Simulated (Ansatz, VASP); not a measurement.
## TlBr in VASP and in Ansatz

```
Tl Br
1.0
     3.99491    0.00000    0.00000
     0.00000    3.99491    0.00000
     0.00000    0.00000    3.99491
Tl Br
1 1
Cartesian
  0.0000 0.0000 0.0000
  1.9975 1.9975 1.9975
```

Alike in both runs: task single point; functional PBE; k mesh 6 × 6 × 6; no spin polarisation.

|  | VASP | Ansatz |
| --- | --- | --- |
| version | VASP 6.6.1 | Ansatz 0.2.0 |
| potentials or method | VASP PAW PBE potentials, release 64 (Tl_d, Br) | plane waves, PAW |
| plane-wave cutoff (eV) | 500 | 420 |
| occupations | gaussian, width 0.01 eV | fixed |
| valence electrons in the cell | 20 | 20 |

```csv
,VASP,Ansatz,Ansatz less VASP
gap on the k mesh at the Fermi level (eV),1.89,1.88,-0.006
```

Neither program's run includes spin-orbit coupling.
